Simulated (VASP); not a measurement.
# Si (Im-3m) in VASP: notebook

The runs below take Si through single point, with r2SCAN.

Program: VASP 6.6.1. These are calculated values, not measurements. Logs are shortened: lines on timing, memory, paths and dates and some standing lists are left out, and cuts for length are marked.

## (1) The cell of the first run

The structure is cubic, space group Im-3m (No. 229). The conventional cell has a = 3.004 Å, b = 3.004 Å, c = 3.004 Å, α = 90.00°, β = 90.00°, γ = 90.00°. Within 3.4 Å of Si (site symmetry m-3m) lie 14 Si at 2.60 to 3.00 Å.

## (2) Single point, r2SCAN (volume scaled by 0.96)

File POSCAR:

```
Si
1.0
   -1.5020533995      1.5020533995      1.5020533995
    1.5020533995     -1.5020533995      1.5020533995
    1.5020533995      1.5020533995     -1.5020533995
Si
1
Direct
    0.0000000000      0.0000000000      0.0000000000
```

File INCAR.step1:

```
SYSTEM = Si
PREC     = Accurate       ! precision mode
ENCUT    = 520            ! plane-wave cutoff, eV
ISMEAR   = -1             ! smearing method
SIGMA    = 0.1            ! smearing width, eV
LREAL    = .False.        ! projectors in reciprocal space
LASPH    = .True.         ! aspherical terms in the spheres
NELM     = 60             ! most SCF steps
NBANDS   = 8              ! bands
GGA      = PE             ! functional
ALGO     = Normal         ! electronic algorithm
EDIFF    = 1E-4           ! SCF threshold, eV
LWAVE    = .True.         ! write WAVECAR
LCHARG   = .False.        ! write CHGCAR
```

File INCAR.step2:

```
SYSTEM = Si
PREC     = Accurate       ! precision mode
ENCUT    = 520            ! plane-wave cutoff, eV
EDIFF    = 1E-6           ! SCF threshold, eV
ISMEAR   = -1             ! smearing method
SIGMA    = 0.1            ! smearing width, eV
LREAL    = .False.        ! projectors in reciprocal space
LASPH    = .True.         ! aspherical terms in the spheres
NELM     = 60             ! most SCF steps
ALGO     = Normal         ! electronic algorithm
ISIF     = 2              ! what is computed and relaxed
LWAVE    = .False.        ! write WAVECAR
LCHARG   = .False.        ! write CHGCAR
METAGGA  = R2SCAN         ! meta-GGA
LMIXTAU  = .True.       
NBANDS   = 8              ! bands
ISTART   = 1
```

File KPOINTS:

```
Automatic mesh
0
Gamma
  16 16 16
  0 0 0
```

Potentials or basis: VASP PAW PBE potentials, release 64 (Si).

Started as:

```
$ cat potpaw_PBE.64/Si/POTCAR > POTCAR
$ cp INCAR.step1 INCAR
$ mpirun -np 1 vasp_std > vasp.out
$ cp INCAR.step2 INCAR
$ mpirun -np 1 vasp_std > vasp.out
```

OUTCAR:

```text
SYSTEM = Si
   PREC = Accurate
   ENCUT = 520
   EDIFF = 1E-6
   ISMEAR = -1
   LREAL = .False.
   LASPH = .True.
   NELM = 60
   ISIF = 2
   METAGGA = R2SCAN
   ISTART = 1

 ion  position               nearest neighbor table
   1  0.000  0.000  0.000-

  LATTYP: Found a body centered cubic cell.
 ALAT       =     3.0041067990

  Lattice vectors:

 A1 = (  -1.5020533995,   1.5020533995,   1.5020533995)
 A2 = (   1.5020533995,  -1.5020533995,   1.5020533995)
 A3 = (   1.5020533995,   1.5020533995,  -1.5020533995)

Analysis of symmetry for initial positions (statically):
=====================================================================
 Subroutine PRICEL returns:
 Original cell was already a primitive cell.

 Routine SETGRP: Setting up the symmetry group for a
 body centered cubic supercell.

 Subroutine GETGRP returns: Found 48 space group operations
 (whereof 48 operations were pure point group operations)
 out of a pool of 48 trial point group operations.

The static configuration has the point symmetry O_h .

Analysis of symmetry for dynamics (positions and initial velocities):
=====================================================================
 Subroutine PRICEL returns:
 Original cell was already a primitive cell.

 Routine SETGRP: Setting up the symmetry group for a
 body centered cubic supercell.

 Subroutine GETGRP returns: Found 48 space group operations
 (whereof 48 operations were pure point group operations)
 out of a pool of 48 trial point group operations.

The dynamic configuration has the point symmetry O_h .

 Subroutine INISYM returns: Found 48 space group operations
 (whereof 48 operations are pure point group operations),
 and found     1 'primitive' translations

----------------------------------------------------------------------------------------

                                     Primitive cell

  volume of cell :      13.5555

  direct lattice vectors                    reciprocal lattice vectors
    -1.502053400  1.502053400  1.502053400     0.000000000  0.332877646  0.332877646
     1.502053400 -1.502053400  1.502053400     0.332877646  0.000000000  0.332877646
     1.502053400  1.502053400 -1.502053400     0.332877646  0.332877646  0.000000000

  length of vectors
     2.601632804  2.601632804  2.601632804     0.470760082  0.470760082  0.470760082

  position of ions in fractional coordinates (direct lattice)
     0.000000000  0.000000000  0.000000000

  ion indices of the primitive-cell ions
   primitive index   ion index
                 1           1

----------------------------------------------------------------------------------------

 KPOINTS: Automatic mesh

Automatic generation of k-mesh.
 Grid dimensions read from file:
 generate k-points for:   16   16   16

 Generating k-lattice:

  Cartesian coordinates                     Fractional coordinates (reciprocal lattice)
     0.000000000  0.020804853  0.020804853     0.062500000  0.000000000  0.000000000
     0.020804853  0.000000000  0.020804853     0.000000000  0.062500000  0.000000000
     0.020804853  0.020804853  0.000000000     0.000000000  0.000000000  0.062500000

  Length of vectors
     0.029422505  0.029422505  0.029422505

  Shift w.r.t. Gamma in fractional coordinates (k-lattice)
     0.000000000  0.000000000  0.000000000

 Subroutine IBZKPT returns following result:
 ===========================================

 Found    145 irreducible k-points:

 Following reciprocal coordinates:
            Coordinates               Weight
  0.000000  0.000000  0.000000      1.000000
  0.062500  0.000000  0.000000     12.000000
  0.125000  0.000000  0.000000     12.000000
  0.187500  0.000000  0.000000     12.000000
  0.250000  0.000000  0.000000     12.000000
  0.312500  0.000000  0.000000     12.000000
[... 16 lines left out ...]
  0.187500  0.187500  0.000000     24.000000
  0.250000  0.187500  0.000000     48.000000
 [... further k-points ...]
   k-points           NKPTS =    145   k-points in BZ     NKDIM =    145   number of bands    NBANDS=      8
   number of dos      NEDOS =    301   number of ions     NIONS =      1
   total plane-waves  NPLWV =   8000
   dimension x,y,z NGX =    20 NGY =   20 NGZ =   20
   dimension x,y,z NGXF=    40 NGYF=   40 NGZF=   40
   ions per type =               1
   NGX,Y,Z   is equivalent  to a cutoff of  12.78, 12.78, 12.78 a.u.
   NGXF,Y,Z  is equivalent  to a cutoff of  25.56, 25.56, 25.56 a.u.
 SYSTEM =  Si
   PREC   = accura    normal or accurate (medium, high low for compatibility)
   ISTART =      1    job   : 0-new  1-cont  2-samecut
   ICHARG =      0    charge: 1-file 2-atom 10-const
   ISPIN  =      1    spin polarized calculation?
   LNONCOLLINEAR =      F non collinear calculations
   LSORBIT =      F    spin-orbit coupling
   LASPH  =      T    aspherical Exc in radial PAW
   ENCUT  =  520.0 eV  38.22 Ry    6.18 a.u.   4.84  4.84  4.84*2*pi/ulx,y,z
   NELM   =     60;   NELMIN=  2; NELMDL=  0     # of ELM steps
   EDIFF  = 0.1E-05   stopping-criterion for ELM
   LREAL  =      F    real-space projection
   EDIFFG = 0.1E-04   stopping-criterion for IOM
   NSW    =      0    number of steps for IOM
   IBRION =     -1    ionic relax: 0-MD 1-quasi-New 2-CG
   NFREE  =      0    steps in history (QN), initial steepest desc. (CG)
   ISIF   =      2    stress and relaxation
   ISYM   =      2    0-nonsym 1-usesym 2-fastsym
   POTIM  = 0.5000    time-step for ionic-motion
   TEBEG  =    0.0;   TEEND  =   0.0 temperature during run
   PSTRESS=    0.0 pullay stress
   NELECT =       4.0000    total number of electrons
   NUPDOWN=      -1.0000    fix difference up-down
   EMIN   =  10.00;   EMAX   =-10.00  energy-range for DOS
   EFERMI =   0.00;   METHOD = LEGACY
   ISMEAR =    -1;   SIGMA  =   0.10  broadening in eV -4-tet -1-fermi 0-gaus
   EFERMI_NEDOS =   21; number of points for ismear=-14 and -15
   IALGO  =     38    algorithm
   IMIX   =      4    mixing-type and parameters
     AMIX     =   0.40;   BMIX     =  1.00
     AMIX_MAG =   1.60;   BMIX_MAG =  1.00
  volume/ion in A,a.u.               =      13.56        91.48
  Fermi-wavevector in a.u.,A,eV,Ry     =   1.089907  2.059626 16.162325  1.187897
  Thomas-Fermi vector in A             =   2.226120
   LORBIT       =      0    0 simple, 1 ext, 2 COOP (PROOUT), +10 PAW based schemes
   METAGGA = R2SCAN    functional components
   LHFCALC =     F    Hartree Fock is set to
   AEXX    =    0.0000 exact exchange contribution
   IVDW    =     0    specifies the selected vdW correction
   LEPSILON=     F    determine dielectric tensor
   LRPA    =     F    only Hartree local field effects (RPA)
 non-spin polarized calculation
  energy-cutoff  :      520.00
  volume of cell :       13.56
 maximum number of plane-waves:       378
   NGX =  9   NGY =  9   NGZ =  9

 number of electron       4.0000000 magnetization

 Free energy of the ion-electron system (eV)
  ---------------------------------------------------
  ext. energy  EPLUGINS =         0.00000000
  ---------------------------------------------------
  free energy    TOTEN  =        -8.02758649 eV

  energy without entropy =       -8.01096262  energy(sigma->0) =       -8.01927456

 E-fermi :  10.9521     XC(G=0): -12.2925

 val. band max:       10.9334285947   @ k =  -0.4375   0.5000   0.2500
 cond. band min:      10.9592338367   @ k =   0.2500   0.0625   0.0625
 fundamental gap:      0.0258052420
 Fermi energy:        10.9520949260

 k-point     1 :       0.0000    0.0000    0.0000
  band No.  band energies     occupation
      1      -4.9266      2.00000
      2      24.3248      0.00000
      3      24.3248      0.00000
      4      24.3248      0.00000
      5      24.6289      0.00000
      6      24.6289      0.00000
      7      24.6289      0.00000
      8      28.7580      0.00000

 k-point     2 :       0.0625    0.0000    0.0000
  band No.  band energies     occupation
      1      -4.7926      2.00000
      2      22.2824      0.00000
      3      22.7960      0.00000
      4      24.0862      0.00000
      5      24.1666      0.00000
      6      25.8270      0.00000
      7      26.3787      0.00000
      8      27.7688      0.00000

 k-point     3 :       0.1250    0.0000    0.0000
  band No.  band energies     occupation
      1      -4.3910      2.00000
      2      19.4844      0.00000
      3      21.3491      0.00000
      4      23.1383      0.00000
      5      23.4501      0.00000
      6      25.6908      0.00000
      7      27.6521      0.00000
      8      28.4858      0.00000

 k-point     4 :       0.1875    0.0000    0.0000
  band No.  band energies     occupation
      1      -3.7234      2.00000
      2      16.4831      0.00000
      3      20.1248      0.00000
      4      22.0033      0.00000
      5      22.6266      0.00000
      6      24.7062      0.00000
      7      28.5840      0.00000
      8      28.8651      0.00000

 k-point     5 :       0.2500    0.0000    0.0000
  band No.  band energies     occupation
      1      -2.7921      2.00000
      2      13.5237      0.00000
      3      19.1247      0.00000
      4      20.9735      0.00000
      5      21.8122      0.00000
      6      23.8035      0.00000
      7      29.4920      0.00000
      8      29.7029      0.00000
[... 177 lines left out ...]
 k-point    22 :       0.4375    0.1250    0.0000
  band No.  band energies     occupation
      1       3.8271      2.00000
      2       3.9300      2.00000
      3      13.8183      0.00000
      4      17.6293      0.00000
      5      22.4072      0.00000
      6      25.6359      0.00000
      7      31.6327      0.00000
      8      32.3846      0.00000

 k-point    23 :       0.1875    0.1875    0.0000
  band No.  band energies     occupation
      1      -1.3363      2.00000
      2      12.8867      0.00000
      3      12.9198      0.00000
      4      18.5774      0.00000
      5      24.6492      0.00000
      6      25.2423      0.00000
      7      30.0305      0.00000
      8      31.0151      0.00000

 k-point    24 :       0.2500    0.1875    0.0000
  band No.  band energies     occupation
      1      -0.0211      2.00000
      2      10.2070      1.99884
      3      12.1700      0.00001
      4      17.9112      0.00000
      5      24.3369      0.00000
      6      25.9481      0.00000
      7      30.1639      0.00000
      8      32.4993      0.00000

 [... further k-points ...]
[... 5 lines left out ...]
  --------------------------------------------------------------------------------------
  -------------------------------------------------------------------------------------
  Total        0.3772539      0.3772539      0.3772539     -0.0000000      0.0000000     -0.0000000
  in kB       44.5890536     44.5890536     44.5890536     -0.0000000      0.0000000     -0.0000000
  external PRESSURE =      44.5890536 kB  Pullay stress =       0.0000000 kB

 VOLUME and BASIS-vectors are now :
 -----------------------------------------------------------------------------
  energy-cutoff  :      520.00
  volume of cell :       13.56
      direct lattice vectors                 reciprocal lattice vectors
    -1.502053400  1.502053400  1.502053400     0.000000000  0.332877646  0.332877646
     1.502053400 -1.502053400  1.502053400     0.332877646  0.000000000  0.332877646
     1.502053400  1.502053400 -1.502053400     0.332877646  0.332877646  0.000000000

 POSITION                                       TOTAL-FORCE (eV/Angst)
 -----------------------------------------------------------------------------------
      0.00000      0.00000      0.00000         0.000000      0.000000      0.000000
 -----------------------------------------------------------------------------------
    total drift:                                0.000000     -0.000000     -0.000000

  FREE ENERGIE OF THE ION-ELECTRON SYSTEM (eV)
  ---------------------------------------------------
  free  energy   TOTEN  =        -8.0275864922 eV

  energy  without entropy=       -8.0109626198  energy(sigma->0) =       -8.01927456
```

Run time: 76 s. Hardware: 1 thread of Intel Xeon 8259CL, shared host; peak memory 0.13 GiB.

Results:

```yaml
Free_energy: -8.0276 eV
Pressure: 4.5 GPa
Band_gap_on_the_k_mesh: zero (band 2 reaches 24.32 eV, above the bottom of band 3 at 6.46 eV)
```

Levels at points of the mesh, in eV from the Fermi level:
| k point | band 1 | band 2 | band 3 | band 4 | band 5 | band 6 |
| --- | --- | --- | --- | --- | --- | --- |
| (0.00, 0.00, 0.00) | -15.88 | 13.37 | 13.37 | 13.37 | 13.68 | 13.68 |
| (0.50, 0.00, 0.00) | -7.51 | -7.41 | 6.40 | 8.06 | 9.22 | 11.12 |
| (0.50, 0.50, 0.50) | -0.56 | -0.56 | -0.56 | 2.10 | 2.10 | 2.49 |

Caveat: the PAW data sets were made with another functional, which shifts forces and pressure a little.

(Part 1 of 2 ends here.)
